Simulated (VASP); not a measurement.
Input of a VASP 6.6.1 run:

INCAR

```
PREC = Accurate ; ENCUT = 600
EDIFF = 1E-7 ; ISMEAR = -1
SIGMA = 0.05 ; LREAL = F
LASPH = T ; NELM = 60
ALGO = Normal ; ISIF = 3
LWAVE = F ; LCHARG = F
GGA = B5 ; ALDAX = 1.0
AGGAX = 1.0 ; AGGAC = 1.0
ALDAC = 0.0 ; IVDW = 12
VDW_S6 = 1.0 ; VDW_S8 = 2.6996
VDW_A1 = 0.4298 ; VDW_A2 = 4.2359
IBRION = 2 ; NSW = 60
EDIFFG = -0.01
```

The input KPOINTS:

```
regular mesh
0
Gamma
  6 6 6
```

The input POSCAR:

```
SiO2
1.0
   -4.4720405200      4.4720405200      2.6117703500
    4.4720405200     -4.4720405200      2.6117703500
    4.4720405200      4.4720405200     -2.6117703500
Si O
4 8
Direct
    0.8231114200      0.8231114200      0.6462228400
    0.1768885800      0.8231114200      0.0000000000
    0.8231114200      0.1768885800      0.0000000000
    0.1768885800      0.1768885800      0.3537771600
    0.0000000000      0.7914513400      0.7914513400
    0.2085486600      0.0000000000      0.2085486600
    0.7914513400      0.0000000000      0.7914513400
    0.0000000000      0.2085486600      0.2085486600
    0.0000000000      0.0000000000      0.5000000000
    0.5000000000      0.0000000000      0.0000000000
    0.0000000000      0.5000000000      0.0000000000
    0.5000000000      0.5000000000      0.5000000000
```

Potentials or basis: VASP PAW PBE potentials, release 64 (Si, O).

Launch:

```sh
$ cat potpaw_PBE.64/Si/POTCAR potpaw_PBE.64/O/POTCAR > POTCAR
$ mpirun -np 1 vasp_std > vasp.out
```

**Question.** Estimate the dispersion energy per atom.

**Answer.** -0.194 eV.

**Question.** Predict the relaxed cell.

**Answer.** a = 6.885 Å, b = 6.885 Å, c = 6.885 Å, α = 98.43°, β = 98.43°, γ = 134.97°.

Forces on the atoms (eV/Å):
```
Si   0.001  0.001  0.000
Si   0.001 -0.001  0.000
Si  -0.001  0.001  0.000
Si  -0.001 -0.001  0.000
O    0.005  0.000  0.000
O    0.000 -0.005  0.000
O    0.000  0.005  0.000
O   -0.005  0.000  0.000
O    0.000  0.000  0.000
O    0.000  0.000  0.000
O    0.000  0.000  0.000
O    0.000  0.000  0.000
```

Caveat: the PAW data sets were made with another functional, which shifts forces and pressure a little.
